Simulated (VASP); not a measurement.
A run of VASP 6.6.1 is set up as follows.

The input INCAR:

```
ALGO = Normal
EDIFF = 1E-6
ENCUT = 520
GGA = PS
ISIF = 2
ISMEAR = -1
LASPH = T
LCHARG = T
LELF = T
LREAL = F
LVHAR = T
LWAVE = F
NBANDS = 10
NELM = 60
PREC = Accurate
SIGMA = 0.1
```

The input KPOINTS:

```
k-points
0
Gamma
  14 14 8
```

POSCAR

```
Li
1.0
    3.0552949053      0.0000000000      0.0000000000
   -1.5276474527      2.6459630040      0.0000000000
    0.0000000000      0.0000000000      4.9953145732
Li
2
Direct
    0.3333333333      0.6666666667      0.2500000000
    0.6666666667      0.3333333333      0.7500000000
```

Potentials or basis: VASP PAW PBE potentials, release 64 (Li_sv).

Run with:

```bash
$ cat potpaw_PBE.64/Li_sv/POTCAR > POTCAR
$ mpirun -np 1 vasp_std > vasp.out
```

Problem. Predict the band gap on the k mesh.

Solution. Zero (band 3 reaches 2.55 eV, above the bottom of band 4 at -1.81 eV).
